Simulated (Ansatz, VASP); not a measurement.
KCl in VASP and in Ansatz

Contents of INCAR:

```
SYSTEM = KCl
ALGO     = Normal         ! electronic algorithm
EDIFF    = 1E-6           ! SCF threshold, eV
ENCUT    = 520            ! plane-wave cutoff, eV
GGA      = PE             ! functional
ISIF     = 2              ! what is computed and relaxed
ISMEAR   = 0              ! smearing method
LASPH    = .TRUE.         ! aspherical terms in the spheres
LCHARG   = .FALSE.        ! write CHGCAR
LREAL    = .FALSE.        ! projectors in reciprocal space
LWAVE    = .FALSE.        ! write WAVECAR
NBANDS   = 15             ! bands
NELM     = 100            ! most SCF steps
PREC     = Accurate       ! precision mode
SIGMA    = 0.05           ! smearing width, eV
```

Contents of KPOINTS:

```
k-points
0
G
  8 8 8
  0 0 0
```

The input POSCAR:

```
KCl
1.0
    3.7191416773      0.0000000000      0.0000000000
    0.0000000000      3.7191416773      0.0000000000
    0.0000000000      0.0000000000      4.0910558450
K Cl
1 1
Direct
    0.0000000000      0.0000000000      0.0000000000
    0.5000000000      0.5000000000      0.5000000000
```

Input for Ansatz:

```yaml
crystal:
  lattice:
    - [3.7191416773, 0.0, 0.0]
    - [0.0, 3.7191416773, 0.0]
    - [0.0, 0.0, 4.091055845]
  atoms:
    - { symbol: K, position: [0.0, 0.0, 0.0] }
    - { symbol: Cl, position: [0.5, 0.5, 0.5] }
basis:
  ecutwfc: 420
kpoints:
  mp_grid: { grid: [8, 8, 8] }
hamiltonian:
  xc: pbe
scf:
  occupations: { method: gaussian, width: 0.05 }
output:
  forces: true
  stress: true
  eigenvalues: true
```

Alike in both runs: task single point; functional PBE; k mesh 8 × 8 × 8; occupations gaussian, width 0.05 eV; no spin polarisation.

```csv
,VASP,Ansatz
version,VASP 6.6.1,Ansatz 0.2.0
potentials or method,"VASP PAW PBE potentials, release 64 (K_sv, Cl), cutoff 520 eV","scalar-relativistic, plane waves, PAW"
valence electrons in the cell,16,16
```

Ansatz gave:

* gap on the k mesh at the Fermi level (eV): 4.51
* least direct gap on the mesh (eV): 4.70
* pressure (GPa): 0.0
* traceless stress, the component that is largest in VASP (GPa): -2.75

Task: Estimate VASP's values.

Result: gap on the k mesh at the Fermi level (eV): 4.51; least direct gap on the mesh (eV): 4.70; pressure (GPa): 0.0; traceless stress, the component that is largest in VASP (GPa): -2.74.

The functional is the same, so the differences come from potentials, cutoffs and numerics.
